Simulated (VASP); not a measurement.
Runs of VASP 6.6.1 on CdF2. The structure is that of space group Fm-3m (No. 225), or close to it. The cells are those of the table. 

```csv
cell,gap on the mesh (eV),pressure (GPa)
"a = 3.797 Å, angles 60.0°, 3 atoms",(c),7.5
"a = 3.914 Å, angles 60.0°, 3 atoms",2.78,-2.1
"a = 3.952 Å, angles 60.0°, 3 atoms",2.68,(b)
"a = 3.837 Å, angles 60.0°, 3 atoms",2.99,(a)
```

Alike in all rows: task single point; level PBE; potentials or basis VASP PAW PBE potentials, release 64 (Cd, F); no spin polarisation; k mesh 8 × 8 × 8; cutoff (eV) 520; smearing gaussian 0.02 eV.

Task: Fill in the values left out.

Result: (a) 3.7; (b) -4.4; (c) 3.10.

Caveats: the cell stands under pressure (at least some runs); the cell stands under tension (at least some runs).

A k mesh can miss the band edges, and the runs leave out spin-orbit coupling on Cd.
